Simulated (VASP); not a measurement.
**CaB2: single point with PBE**

The system is CaB2.

```
Ca B
1.0
     3.22643    0.00000    0.00000
    -1.61322    2.79417    0.00000
     0.00000    0.00000    4.06739
Ca B
1 2
Direct
  0.00000 0.00000 0.00000
  0.33333 0.66667 0.50000
  0.66667 0.33333 0.50000
```

```
Program             : VASP 6.6.1
Task                : single point
Functional          : PBE
Potentials or basis : VASP PAW PBE potentials, release 64 (Ca_sv, B)
Cutoff              : 500 eV
k mesh              : 3 × 3 × 2
Occupations         : methfessel-paxton, width 0.1 eV
Spin                : no spin polarisation
```

The pressure is -1.7 GPa and the band gap on the k mesh is zero (bands 8 and 9 overlap by 1.11 eV).

Stress tensor (GPa, compression positive):
```
-5.73  0.00  0.00
 0.00 -5.73  0.00
 0.00  0.00  6.35
```

Levels at points of the mesh, in eV from the Fermi level:
```tsv
k point	band 5	band 6	band 7	band 8	band 9	band 10	band 11	band 12
(0.00, 0.00, 0.00)	-10.60	-1.92	0.16	0.16	0.40	5.36	5.36	6.23
(0.00, 0.00, 0.50)	-9.58	-4.75	0.69	0.69	3.39	4.09	4.09	4.15
```

Run time: 3.8 s on 1 thread of Intel(R) Xeon(R) Platinum 8488C (Sapphire Rapids), on a shared host, peak memory 0.14 GiB.

Caveat: the k points lie up to 0.77 Å⁻¹ apart, too coarse for converged energies and pressures of a metal.
